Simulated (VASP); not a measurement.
# TiC (Fm-3m) in VASP: notebook, part 2 of 2

VASP 6.6.1.

### 4 Single point, PBE+U

This run uses another cell than the first one, of 10.45 Å³/atom, 1.015 times its volume.

INCAR

```
SYSTEM = TiC
PREC = Accurate
ENCUT = 520
EDIFF = 1E-7
ISMEAR = -1
SIGMA = 0.05
LREAL = .False.
LASPH = .True.
NELM = 150
ALGO = Normal
ISIF = 2
LWAVE = .False.
LCHARG = .False.
LMAXMIX = 4
LDAU = .True.
LDAUTYPE = 2
LDAUL = 2 -1
LDAUU = 4 0
LDAUJ = 0 0
LDAUPRINT = 1
GGA = PE
NBANDS = 15
```

KPOINTS

```
regular mesh
0
Gamma
  11 11 11
  0 0 0
```

POSCAR

```
TiC
1.0
    0.0000000000      2.1860359459      2.1860359459
    2.1860359459      0.0000000000      2.1860359459
    2.1860359459      2.1860359459      0.0000000000
Ti C
1 1
Direct
    0.0000000000      0.0000000000      0.0000000000
    0.5000000000      0.5000000000      0.5000000000
```

Potentials or basis: VASP PAW PBE potentials, release 64 (Ti_sv, C).

Command:

```console
> cat potpaw_PBE.64/Ti_sv/POTCAR potpaw_PBE.64/C/POTCAR > POTCAR
> mpirun -np 1 vasp_std > vasp.out
```

OUTCAR:

```text
SYSTEM = TiC
   PREC = Accurate
   ENCUT = 520
   EDIFF = 1E-7
   ISMEAR = -1
   LREAL = .False.
   LASPH = .True.
   NELM = 150
   ISIF = 2
   GGA = PE

 ion  position               nearest neighbor table
   1  0.000  0.000  0.000-   2 2.19   2 2.19   2 2.19   2 2.19   2 2.19   2 2.19
   2  0.500  0.500  0.500-   1 2.19   1 2.19   1 2.19   1 2.19   1 2.19   1 2.19

  LATTYP: Found a face centered cubic cell.
 ALAT       =     4.3720718918

  Lattice vectors:

[... 653 lines left out ...]
 [... further k-points ...]

------------------------ aborting loop because EDIFF is reached ----------------------------------------

  FORCE on cell =-STRESS in cart. coord.  units (eV):
  Direction    XX          YY          ZZ          XY          YZ          ZX
  --------------------------------------------------------------------------------------
  -------------------------------------------------------------------------------------
  Total        0.5645911      0.5645911      0.5645911      0.0000000      0.0000000     -0.0000000
  in kB       43.2954939     43.2954939     43.2954939      0.0000000      0.0000000     -0.0000000
  external PRESSURE =      43.2954939 kB  Pullay stress =       0.0000000 kB

 VOLUME and BASIS-vectors are now :
 -----------------------------------------------------------------------------
  energy-cutoff  :      520.00
  volume of cell :       20.89
      direct lattice vectors                 reciprocal lattice vectors
     0.000000000  2.186035946  2.186035946    -0.228724510  0.228724510  0.228724510
     2.186035946  0.000000000  2.186035946     0.228724510 -0.228724510  0.228724510
     2.186035946  2.186035946  0.000000000     0.228724510  0.228724510 -0.228724510

 POSITION                                       TOTAL-FORCE (eV/Angst)
 -----------------------------------------------------------------------------------
      0.00000      0.00000      0.00000         0.000000      0.000000     -0.000000
      2.18604      2.18604      2.18604        -0.000000      0.000000      0.000000
 -----------------------------------------------------------------------------------
    total drift:                                0.000000     -0.000000     -0.000000

  FREE ENERGIE OF THE ION-ELECTRON SYSTEM (eV)
  ---------------------------------------------------
  free  energy   TOTEN  =       -15.7663337477 eV

  energy  without entropy=      -15.7635684827  energy(sigma->0) =      -15.76495112
```

OSZICAR:

```text
N       E                     dE             d eps       ncg     rms          rms(c)
DAV:   1     0.122954934592E+03    0.12295E+03   -0.78960E+03  1680   0.127E+03
DAV:   2    -0.142012268076E+02   -0.13716E+03   -0.12847E+03  1792   0.335E+02
DAV:   3    -0.221662756063E+02   -0.79650E+01   -0.78416E+01  2156   0.798E+01
DAV:   4    -0.224758087840E+02   -0.30953E+00   -0.30920E+00  2112   0.144E+01
DAV:   5    -0.224817469995E+02   -0.59382E-02   -0.59380E-02  2118   0.186E+00    0.182E+01
DAV:   6    -0.160622101368E+02    0.64195E+01   -0.13661E+01  2363   0.583E+01    0.612E+00
DAV:   7    -0.157742256032E+02    0.28798E+00   -0.20807E+00  1963   0.180E+01    0.422E+00
DAV:   8    -0.157569681529E+02    0.17257E-01   -0.92872E-02  1947   0.322E+00    0.298E+00
DAV:   9    -0.157789127499E+02   -0.21945E-01   -0.15412E-01  2194   0.541E+00    0.127E+00
DAV:  10    -0.157721644302E+02    0.67483E-02   -0.17856E-02  2133   0.194E+00    0.871E-01
DAV:  11    -0.157677108377E+02    0.44536E-02   -0.39313E-03  1925   0.875E-01    0.450E-01
DAV:  12    -0.157663344149E+02    0.13764E-02   -0.19753E-03  1972   0.687E-01    0.656E-02
DAV:  13    -0.157663335240E+02    0.89091E-06   -0.17909E-04  2023   0.120E-01    0.129E-02
DAV:  14    -0.157663341567E+02   -0.63270E-06   -0.60769E-06  2208   0.283E-02    0.625E-03
DAV:  15    -0.157663337586E+02    0.39813E-06   -0.27732E-06  1904   0.282E-02    0.417E-03
DAV:  16    -0.157663337477E+02    0.10869E-07   -0.29872E-07  2035   0.101E-02
   1 F= -.15766334E+02 E0= -.15764951E+02  d E =-.276527E-02
```

stdout:

```text
POSCAR found type information on POSCAR TiC
 POSCAR found :  2 types and       2 ions
 scaLAPACK will be used
 LDA part: xc-table for (Slater+PW92), standard interpolation
 POSCAR, INCAR and KPOINTS ok, starting setup
 FFT: planning ... GRIDC
 FFT: planning ... GRID_SOFT
 FFT: planning ... GRID
 WAVECAR not read
 entering main loop
```

Wall time 12 s (1 thread of AMD EPYC 9R45 (Zen 5), shared host); peak memory 0.12 GiB.

What came out:

- Free energy: -15.7663 eV
- Pressure: 4.3 GPa
- Band gap on the k mesh: zero (band 8 reaches 10.65 eV, above the bottom of band 9 at 9.13 eV)

Levels at points of the mesh, in eV from the Fermi level:
| k point | band 4 | band 5 | band 6 | band 7 | band 8 | band 9 | band 10 | band 11 | band 12 | band 13 |
| --- | --- | --- | --- | --- | --- | --- | --- | --- | --- | --- |
| (0.00, 0.00, 0.00) | -33.87 | -12.68 | 0.98 | 0.98 | 0.98 | 1.37 | 1.37 | 1.37 | 1.44 | 1.44 |

Eigenvalues of the final occupation matrices:
```tsv
site	spin	trace	eigenvalues
site 1 d	1	0.90	0.11 0.11 0.11 0.28 0.28
site 1 d	2	0.90	0.11 0.11 0.11 0.28 0.28
```

Caveat: U without spin polarisation on a metal has little footing; the U is typed as a test and isn't derived for this compound.

### 5 Summary

| U | cell | gap on the mesh (eV) | pressure (GPa) |
| --- | --- | --- | --- |
| Ti d U = 2.0 eV | a = 3.076 Å, angles 60.0°, 2 atoms | none | 2.7 |
| Ti d U = 3.0 eV | a = 3.083 Å, angles 60.0°, 2 atoms | none | 3.5 |
| Ti d U = 4.0 eV | a = 3.092 Å, angles 60.0°, 2 atoms | none | 4.3 |

Alike in all rows: task single point; level PBE+U; potentials or basis VASP PAW PBE potentials, release 64 (Ti_sv, C); no spin polarisation; k mesh 11 × 11 × 11; cutoff (eV) 520; smearing fermi-dirac 0.05 eV.

Caveats: U without spin polarisation on a metal has little footing; the U is typed as a test and isn't derived for this compound.

Absolute energies hang on the potentials; compare differences alone.
